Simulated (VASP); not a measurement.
# TiSi2 (Cmcm) in VASP: a series of runs, part 2 of 2

VASP 6.6.1.

## Step 3: Single point, PBEsol

This run uses another cell than the first one, of 11.10 Å³/atom.

Contents of INCAR:

```
ALGO = Normal ; EDIFF = 1E-6
ENCUT = 520 ; GGA = PS
ISIF = 2 ; ISMEAR = 0
LASPH = True ; LCHARG = False
LREAL = False ; LWAVE = False
NBANDS = 29 ; NELM = 60
PREC = Accurate ; SIGMA = 0.1
```

Contents of KPOINTS:

```
k-points
0
Gamma
  12 12 10
```

Contents of POSCAR:

```
TiSi2
1.0
    1.6543803832     -6.0194599864      0.0000000000
    1.6543803832      6.0194599864      0.0000000000
    0.0000000000      0.0000000000      3.3436710143
Ti Si
2 4
Direct
    0.9012673819      0.0987326181      0.7500000000
    0.0987326181      0.9012673819      0.2500000000
    0.5658133571      0.4341866429      0.7500000000
    0.4341866429      0.5658133571      0.2500000000
    0.2494160439      0.7505839561      0.7500000000
    0.7505839561      0.2494160439      0.2500000000
```

Potentials or basis: VASP PAW PBE potentials, release 64 (Ti_sv, Si).

Started as:

```bash
> cat potpaw_PBE.64/Ti_sv/POTCAR potpaw_PBE.64/Si/POTCAR > POTCAR
> mpirun -np 1 vasp_std > vasp.out
```

OUTCAR:

```text
EDIFF = 1E-6
   ENCUT = 520
   GGA = PS
   ISIF = 2
   ISMEAR = 0
   LASPH = True
   LREAL = False
   NELM = 60
   PREC = Accurate

 ion  position               nearest neighbor table
   1  0.901  0.099  0.750-   4 2.39   4 2.39   4 2.39   4 2.39   5 2.47   5 2.47   6 2.47   6 2.47
                             3 2.58   3 2.58   2 2.91   2 2.91
   2  0.099  0.901  0.250-   3 2.39   3 2.39   3 2.39   3 2.39   6 2.47   6 2.47   5 2.47   5 2.47
                             4 2.58   4 2.58   1 2.91   1 2.91
   3  0.566  0.434  0.750-   4 2.30   4 2.30   2 2.39   2 2.39   2 2.39   2 2.39   1 2.58   1 2.58
                             5 2.76   5 2.76   6 2.78   6 2.78
   4  0.434  0.566  0.250-   3 2.30   3 2.30   1 2.39   1 2.39   1 2.39   1 2.39   2 2.58   2 2.58
                             6 2.76   6 2.76   5 2.78   5 2.78
   5  0.249  0.751  0.750-   6 2.35   6 2.35   6 2.35   6 2.35   1 2.47   1 2.47   2 2.47   2 2.47
                             3 2.76   3 2.76   4 2.78   4 2.78
   6  0.751  0.249  0.250-   5 2.35   5 2.35   5 2.35   5 2.35   2 2.47   2 2.47   1 2.47   1 2.47
                             4 2.76   4 2.76   3 2.78   3 2.78

  LATTYP: Found a base centered orthorhombic cell.
 ALAT       =     3.3087607664
 B/A-ratio  =     3.6384981637
 C/A-ratio  =     1.0105508528

  Lattice vectors:

 A1 = (   1.6543803832,  -6.0194599864,   0.0000000000)
 A2 = (   1.6543803832,   6.0194599864,   0.0000000000)
 A3 = (   0.0000000000,   0.0000000000,   3.3436710143)

Analysis of symmetry for initial positions (statically):
=====================================================================
 Subroutine PRICEL returns:
 Original cell was already a primitive cell.

 Routine SETGRP: Setting up the symmetry group for a
 base centered orthorhombic supercell.

 Subroutine GETGRP returns: Found  8 space group operations
 (whereof  4 operations were pure point group operations)
 out of a pool of  8 trial point group operations.

The static configuration has the point symmetry C_2h.
 The point group associated with its full space group is D_2h.

Analysis of symmetry for dynamics (positions and initial velocities):
=====================================================================
 Subroutine PRICEL returns:
 Original cell was already a primitive cell.

 Routine SETGRP: Setting up the symmetry group for a
 base centered orthorhombic supercell.

 Subroutine GETGRP returns: Found  8 space group operations
 (whereof  4 operations were pure point group operations)
 out of a pool of  8 trial point group operations.

The dynamic configuration has the point symmetry C_2h.
 The point group associated with its full space group is D_2h.

 Subroutine INISYM returns: Found  8 space group operations
 (whereof  4 operations are pure point group operations),
 and found     1 'primitive' translations

----------------------------------------------------------------------------------------

                                     Primitive cell

  volume of cell :      66.5957

  direct lattice vectors                    reciprocal lattice vectors
     1.654380383 -6.019459986  0.000000000     0.302227955 -0.083063930  0.000000000
     1.654380383  6.019459986  0.000000000     0.302227955  0.083063930  0.000000000
     0.000000000  0.000000000  3.343671014     0.000000000  0.000000000  0.299072485

[... 40 lines left out ...]

 Subroutine IBZKPT returns following result:
 ===========================================

 Found    258 irreducible k-points:

 Following reciprocal coordinates:
            Coordinates               Weight
  0.000000  0.000000  0.000000      1.000000
  0.083333  0.000000  0.000000      4.000000
  0.166667  0.000000  0.000000      4.000000
  0.250000  0.000000  0.000000      4.000000
  0.333333 -0.000000  0.000000      4.000000
  0.416667  0.000000  0.000000      4.000000
[... 16 lines left out ...]
  0.500000  0.166667  0.000000      4.000000
 -0.416667  0.166667  0.000000      4.000000
 [... further k-points ...]
   k-points           NKPTS =    258   k-points in BZ     NKDIM =    258   number of bands    NBANDS=     29
   number of dos      NEDOS =    301   number of ions     NIONS =      6
   total plane-waves  NPLWV =  64512
   dimension x,y,z NGX =    48 NGY =   48 NGZ =   28
   dimension x,y,z NGXF=    96 NGYF=   96 NGZF=   56
   ions per type =               2   4
   NGX,Y,Z   is equivalent  to a cutoff of  12.78, 12.78, 13.92 a.u.
   NGXF,Y,Z  is equivalent  to a cutoff of  25.57, 25.57, 27.84 a.u.
 SYSTEM =  unknown system
   PREC   = accura    normal or accurate (medium, high low for compatibility)
   ISTART =      0    job   : 0-new  1-cont  2-samecut
   ICHARG =      2    charge: 1-file 2-atom 10-const
   ISPIN  =      1    spin polarized calculation?
   LNONCOLLINEAR =      F non collinear calculations
   LSORBIT =      F    spin-orbit coupling
   LASPH  =      T    aspherical Exc in radial PAW
   ENCUT  =  520.0 eV  38.22 Ry    6.18 a.u.  11.61 11.61  6.22*2*pi/ulx,y,z
   NELM   =     60;   NELMIN=  2; NELMDL= -5     # of ELM steps
   EDIFF  = 0.1E-05   stopping-criterion for ELM
   LREAL  =      F    real-space projection
[... 7 lines left out ...]
   TEBEG  =    0.0;   TEEND  =   0.0 temperature during run
   PSTRESS=    0.0 pullay stress
   NELECT =      40.0000    total number of electrons
   NUPDOWN=      -1.0000    fix difference up-down
   EMIN   =  10.00;   EMAX   =-10.00  energy-range for DOS
   EFERMI =   0.00;   METHOD = LEGACY
   ISMEAR =     0;   SIGMA  =   0.10  broadening in eV -4-tet -1-fermi 0-gaus
   EFERMI_NEDOS =   21; number of points for ismear=-14 and -15
   IALGO  =     38    algorithm
   IMIX   =      4    mixing-type and parameters
     AMIX     =   0.40;   BMIX     =  1.00
     AMIX_MAG =   1.60;   BMIX_MAG =  1.00
  volume/ion in A,a.u.               =      11.10        74.90
  Fermi-wavevector in a.u.,A,eV,Ry     =   1.381272  2.610226 25.958740  1.907914
  Thomas-Fermi vector in A             =   2.506072
   LORBIT       =      0    0 simple, 1 ext, 2 COOP (PROOUT), +10 PAW based schemes
   GGA     = PS    functional components
   LHFCALC =     F    Hartree Fock is set to
   AEXX    =    0.0000 exact exchange contribution
   IVDW    =     0    specifies the selected vdW correction
   LEPSILON=     F    determine dielectric tensor
   LRPA    =     F    only Hartree local field effects (RPA)
 non-spin polarized calculation
 Gauss-broadening in eV      SIGMA  =   0.10
  energy-cutoff  :      520.00
  volume of cell :       66.60
 maximum number of plane-waves:      1816
   NGX = 23   NGY = 23   NGZ = 13

 number of electron      40.0000001 magnetization

 Free energy of the ion-electron system (eV)
  ---------------------------------------------------
  ext. energy  EPLUGINS =         0.00000000
  ---------------------------------------------------
  free energy    TOTEN  =       -41.51280165 eV

  energy without entropy =      -41.50633542  energy(sigma->0) =      -41.50956853

 E-fermi :  13.8750     XC(G=0): -12.8736

 val. band max:       13.8709760740   @ k =   0.0000   0.0000   0.5000
 cond. band min:      13.8784345081   @ k =  -0.1667   0.1667   0.3000
 fundamental gap:      0.0074584341
 Fermi energy:        13.8749679778

 k-point     1 :       0.0000    0.0000    0.0000
  band No.  band energies     occupation
      1     -42.0300      2.00000
      2     -41.9795      2.00000
      3     -18.6690      2.00000
      4     -18.6033      2.00000
      5     -18.5562      2.00000
      6     -18.5006      2.00000
[... 757 lines left out ...]
     28      18.1539      0.00000
     29      18.9050      0.00000

 [... further k-points ...]

------------------------ aborting loop because EDIFF is reached ----------------------------------------

  FORCE on cell =-STRESS in cart. coord.  units (eV):
  Direction    XX          YY          ZZ          XY          YZ          ZX
  --------------------------------------------------------------------------------------
  -------------------------------------------------------------------------------------
  Total       20.8536604     20.8216316     20.8998262      0.0000000      0.0000000      0.0000000
  in kB      501.7027018    500.9321441    502.8133694      0.0000000      0.0000000      0.0000000
  external PRESSURE =     501.8160718 kB  Pullay stress =       0.0000000 kB

 VOLUME and BASIS-vectors are now :
 -----------------------------------------------------------------------------
  energy-cutoff  :      520.00
  volume of cell :       66.60
      direct lattice vectors                 reciprocal lattice vectors
     1.654380383 -6.019459986  0.000000000     0.302227955 -0.083063930  0.000000000
     1.654380383  6.019459986  0.000000000     0.302227955  0.083063930  0.000000000
     0.000000000  0.000000000  3.343671014     0.000000000  0.000000000  0.299072485

 POSITION                                       TOTAL-FORCE (eV/Angst)
 -----------------------------------------------------------------------------------
      1.65438     -4.83083      2.50775         0.000000     -0.005363      0.000000
      1.65438      4.83083      0.83592         0.000000      0.005363      0.000000
      1.65438     -0.79232      2.50775         0.000000     -0.005056     -0.000000
      1.65438      0.79232      0.83592         0.000000      0.005056     -0.000000
      1.65438      3.01676      2.50775         0.000000     -0.003033     -0.000000
      1.65438     -3.01676      0.83592         0.000000      0.003033     -0.000000
 -----------------------------------------------------------------------------------
    total drift:                               -0.000000      0.000000      0.000000

  FREE ENERGIE OF THE ION-ELECTRON SYSTEM (eV)
  ---------------------------------------------------
  free  energy   TOTEN  =       -41.5128016501 eV

  energy  without entropy=      -41.5063354188  energy(sigma->0) =      -41.50956853
```

Run time: 7.4 min. Hardware: 1 thread of Intel Xeon 6975P-C (Granite Rapids), shared host; peak memory 0.53 GiB.

Results:

```
Free energy            : -41.5128 eV
Pressure               : 50.2 GPa
Largest force          : 0.005 eV/Å
Band gap on the k mesh : zero (bands 20 and 21 overlap by 1.01 eV)
```

Forces in eV/Å, atoms in the order of the input:
```
Ti   0.000 -0.005  0.000
Ti   0.000  0.005  0.000
Si   0.000 -0.005  0.000
Si   0.000  0.005  0.000
Si   0.000 -0.003  0.000
Si   0.000  0.003  0.000
```

Caveat: the cell stands under pressure; the PAW data sets were made with another functional, which shifts forces and pressure a little.

## Step 4: Single point, PBEsol

This run uses another cell than the first one, of 10.01 Å³/atom.

Contents of INCAR:

```
PREC = Accurate ; ENCUT = 520
EDIFF = 1E-6 ; ISMEAR = 0
SIGMA = 0.1 ; LREAL = False
LASPH = True ; NELM = 60
ALGO = Normal ; ISIF = 2
LWAVE = False ; LCHARG = False
GGA = PS ; NBANDS = 29
```

Contents of KPOINTS:

```
Automatic mesh
0
Gamma
  12 12 12
```

Contents of POSCAR:

```
TiSi2
1.0
    1.6066928733     -5.7637791958      0.0000000000
    1.6066928733      5.7637791958      0.0000000000
    0.0000000000      0.0000000000      3.2427856392
Ti Si
2 4
Direct
    0.9025652584      0.0974347416      0.7500000000
    0.0974347416      0.9025652584      0.2500000000
    0.5684231053      0.4315768947      0.7500000000
    0.4315768947      0.5684231053      0.2500000000
    0.2495411864      0.7504588136      0.7500000000
    0.7504588136      0.2495411864      0.2500000000
```

Potentials or basis: VASP PAW PBE potentials, release 64 (Ti_sv, Si).

Started as:

```bash
> cat potpaw_PBE.64/Ti_sv/POTCAR potpaw_PBE.64/Si/POTCAR > POTCAR
> mpirun -np 1 vasp_std > vasp.out
```

OUTCAR:

```text
PREC = Accurate
   ENCUT = 520
   EDIFF = 1E-6
   ISMEAR = 0
   LREAL = False
   LASPH = True
   NELM = 60
   ISIF = 2
   GGA = PS

 ion  position               nearest neighbor table
   1  0.903  0.097  0.750-   4 2.31   4 2.31   4 2.31   4 2.31   5 2.39   5 2.39   6 2.39   6 2.39
                             3 2.50   3 2.50   2 2.77   2 2.77
   2  0.097  0.903  0.250-   3 2.31   3 2.31   3 2.31   3 2.31   6 2.39   6 2.39   5 2.39   5 2.39
                             4 2.50   4 2.50   1 2.77   1 2.77
   3  0.568  0.432  0.750-   4 2.26   4 2.26   2 2.31   2 2.31   2 2.31   2 2.31   1 2.50   1 2.50
                             5 2.63   5 2.63   6 2.65   6 2.65
   4  0.432  0.568  0.250-   3 2.26   3 2.26   1 2.31   1 2.31   1 2.31   1 2.31   2 2.50   2 2.50
                             6 2.63   6 2.63   5 2.65   5 2.65
   5  0.250  0.750  0.750-   6 2.28   6 2.28   6 2.28   6 2.28   1 2.39   1 2.39   2 2.39   2 2.39
                             3 2.63   3 2.63   4 2.65   4 2.65
   6  0.750  0.250  0.250-   5 2.28   5 2.28   5 2.28   5 2.28   2 2.39   2 2.39   1 2.39   1 2.39
                             4 2.63   4 2.63   3 2.65   3 2.65

  LATTYP: Found a base centered orthorhombic cell.
 ALAT       =     3.2133857466
 B/A-ratio  =     3.5873559232
 C/A-ratio  =     1.0091491949

  Lattice vectors:

[... 196 lines left out ...]
 k-point     1 :       0.0000    0.0000    0.0000
  band No.  band energies     occupation
      1     -40.1757      2.00000
      2     -40.0870      2.00000
      3     -16.9401      2.00000
      4     -16.8234      2.00000
      5     -16.7614      2.00000
      6     -16.6710      2.00000
[... 757 lines left out ...]
     28      20.4038      0.00000
     29      20.7278      0.00000

 [... further k-points ...]

------------------------ aborting loop because EDIFF is reached ----------------------------------------

  FORCE on cell =-STRESS in cart. coord.  units (eV):
  Direction    XX          YY          ZZ          XY          YZ          ZX
  --------------------------------------------------------------------------------------
  -------------------------------------------------------------------------------------
  Total       33.8143363     33.7562566     33.8538438      0.0000000      0.0000000      0.0000000
  in kB      902.0342147    900.4848745    903.0881204      0.0000000      0.0000000      0.0000000
  external PRESSURE =     901.8690699 kB  Pullay stress =       0.0000000 kB

 VOLUME and BASIS-vectors are now :
 -----------------------------------------------------------------------------
  energy-cutoff  :      520.00
  volume of cell :       60.06
      direct lattice vectors                 reciprocal lattice vectors
     1.606692873 -5.763779196  0.000000000     0.311198243 -0.086748639  0.000000000
     1.606692873  5.763779196  0.000000000     0.311198243  0.086748639  0.000000000
     0.000000000  0.000000000  3.242785639     0.000000000  0.000000000  0.308376844

 POSITION                                       TOTAL-FORCE (eV/Angst)
 -----------------------------------------------------------------------------------
      1.60669     -4.64059      2.43209         0.000000     -0.013096      0.000000
      1.60669      4.64059      0.81070         0.000000      0.013096     -0.000000
      1.60669     -0.78875      2.43209         0.000000     -0.004230      0.000000
      1.60669      0.78875      0.81070         0.000000      0.004230     -0.000000
      1.60669      2.88718      2.43209         0.000000     -0.003914     -0.000000
      1.60669     -2.88718      0.81070         0.000000      0.003914     -0.000000
 -----------------------------------------------------------------------------------
    total drift:                                0.000000     -0.000000     -0.000000

  FREE ENERGIE OF THE ION-ELECTRON SYSTEM (eV)
  ---------------------------------------------------
  free  energy   TOTEN  =       -38.7078083869 eV

  energy  without entropy=      -38.7022786333  energy(sigma->0) =      -38.70504351
```

OSZICAR:

```text
N       E                     dE             d eps       ncg     rms          rms(c)
DAV:   1     0.424758721802E+03    0.42476E+03   -0.18981E+04 17466   0.157E+03
DAV:   2     0.708655751186E+01   -0.41767E+03   -0.40493E+03 17568   0.461E+02
DAV:   3    -0.382873079423E+02   -0.45374E+02   -0.44454E+02 29292   0.129E+02
DAV:   4    -0.410288412131E+02   -0.27415E+01   -0.27208E+01 23510   0.289E+01
DAV:   5    -0.411302686201E+02   -0.10143E+00   -0.10139E+00 25948   0.530E+00    0.338E+01
DAV:   6    -0.388433107195E+02    0.22870E+01   -0.14846E+01 22969   0.358E+01    0.125E+01
DAV:   7    -0.387651789197E+02    0.78132E-01   -0.29643E+00 24100   0.149E+01    0.903E+00
DAV:   8    -0.386990636531E+02    0.66115E-01   -0.53943E-01 26816   0.640E+00    0.139E+00
DAV:   9    -0.387067211655E+02   -0.76575E-02   -0.60795E-02 21620   0.170E+00    0.777E-01
DAV:  10    -0.387078416139E+02   -0.11204E-02   -0.95361E-03 25741   0.882E-01    0.118E-01
DAV:  11    -0.387078112360E+02    0.30378E-04   -0.83146E-04 24549   0.270E-01    0.442E-02
DAV:  12    -0.387078089634E+02    0.22725E-05   -0.10135E-04 24428   0.799E-02    0.207E-02
DAV:  13    -0.387078079123E+02    0.10512E-05   -0.14370E-05 21792   0.320E-02    0.899E-03
DAV:  14    -0.387078083869E+02   -0.47458E-06   -0.24413E-06 18763   0.136E-02
   1 F= -.38707808E+02 E0= -.38705044E+02  d E =-.552975E-02
```

Run time: 5.7 min. Hardware: 1 thread of Intel Xeon 6975P-C (Granite Rapids), shared host; peak memory 0.53 GiB.

Results:

| Property | Result |
| --- | --- |
| Free energy | -38.7078 eV |
| Pressure | 90.2 GPa |
| Largest force | 0.013 eV/Å |
| Band gap on the k mesh | zero (bands 20 and 21 overlap by 0.86 eV) |

Forces in eV/Å, atoms in the order of the input:
```
Ti   0.000 -0.013  0.000
Ti   0.000  0.013  0.000
Si   0.000 -0.004  0.000
Si   0.000  0.004  0.000
Si   0.000 -0.004  0.000
Si   0.000  0.004  0.000
```

Caveat: the cell stands under pressure; the PAW data sets were made with another functional, which shifts forces and pressure a little.

## Step 5: The runs side by side

```csv
cell,k mesh,gap on the mesh (eV),pressure (GPa),largest force (eV/Å)
"a = 6.926, b = 6.926, c = 3.562 Å, angles 90.0, 90.0, 150.5°, 6 atoms, atomic positions A",10 × 10 × 10,none,-0.9,0.01
"a = 6.243, b = 6.243, c = 3.344 Å, angles 90.0, 90.0, 149.3°, 6 atoms, atomic positions B",12 × 12 × 10,none,50.2,0.01
"a = 5.984, b = 5.984, c = 3.243 Å, angles 90.0, 90.0, 148.8°, 6 atoms, atomic positions C",12 × 12 × 12,none,90.2,0.01
```

Alike in all rows: task single point; level PBEsol; potentials or basis VASP PAW PBE potentials, release 64 (Ti_sv, Si); no spin polarisation; cutoff (eV) 520; smearing gaussian 0.1 eV.

Caveats: the PAW data sets were made with another functional, which shifts forces and pressure a little; the cell stands under pressure (at least some runs).

Total energies depend on the potentials used, so only differences within one code and one set of settings carry meaning.
